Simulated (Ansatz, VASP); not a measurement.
Given: the input of a run of Ansatz 0.2.0 on AlNi.

input.yaml

```yaml
crystal:
  lattice:
    - [1.938694, -1.95319015, 0.0]
    - [1.938694, 1.95319015, 0.0]
    - [0.0, 0.0, 3.0994300413]
  atoms:
    - { symbol: Ni, position: [0.497493, 0.508354, 0.501366], spin: 1.0 }
    - { symbol: Al, position: [-0.003139, -0.017737, -0.0059] }
hamiltonian:
  xc: pbesol
  pseudopotentials: { kind: paw }
magnetization:
  spin_polarized: true
kpoints:
  mp_grid: { grid: [10, 10, 9] }
scf:
  occupations: { method: fermi_dirac, width: 0.05 }
output:
  forces: true
  stress: true
  eigenvalues: true
```

Potentials or basis: Ansatz PAW.

Run with:

```sh
$ ansatz run input.yaml --threads 1 --pin off --max-ram 3584MiB --backend cpu --events-out ev --progress --plain --runs-dir out
```

Task: Set up the same calculation for VASP 6.6.1. Potentials there: VASP PAW PBE potentials, release 64 (Ni, Al).

Result: As run (the cutoff follows the program's own potentials):

File INCAR:

```
PREC = Accurate ; ENCUT = 520
EDIFF = 1E-6 ; ISMEAR = -1
SIGMA = 0.05 ; LREAL = False
LASPH = True ; NELM = 150
ALGO = Fast ; ISIF = 2
LWAVE = False ; LCHARG = True
ISPIN = 2 ; MAGMOM = 1 0
LORBIT = 11 ; LMAXMIX = 4
GGA = PS ; LELF = True
LVHAR = True ; NBANDS = 18
```

The input KPOINTS:

```
regular mesh
0
Gamma
  10 10 9
```

POSCAR

```
AlNi
1.0
    1.9386940000     -1.9531901500      0.0000000000
    1.9386940000      1.9531901500      0.0000000000
    0.0000000000      0.0000000000      3.0994300413
Ni Al
1 1
Direct
    0.4974930000      0.5083540000      0.5013660000
   -0.0031390000     -0.0177370000     -0.0059000000
```

Potentials or basis: VASP PAW PBE potentials, release 64 (Ni, Al).

Run with:

```bash
$ cat potpaw_PBE.64/Ni/POTCAR potpaw_PBE.64/Al/POTCAR > POTCAR
$ mpirun -np 1 vasp_std > vasp.out
```

Both were run:

|  | VASP | Ansatz | Ansatz less VASP |
| --- | --- | --- | --- |
| gap on the k mesh at the Fermi level (eV) | none | none | - |
| pressure (GPa) | 1.2 | 0.8 | -0.37 |
| traceless stress, the component that is largest in VASP (GPa) | -4.70 | -4.56 | +0.147 |
| rms of the force components (eV/Å) | 0.256 | 0.254 | -0.0017 |
| net moment per atom (μB) | 0.00 | 0.00 | 0.000 |

VASP's potentials were made for PBE, not for PBEsol. Atom by atom the forces differ by 0.002 eV/Å (rms over components). A gap of «none» marks a metal or a gap that the smearing closes. VASP's potentials hold 13 valence electrons a cell and Ansatz's 21, so a difference there can come from the potentials and not from the codes.
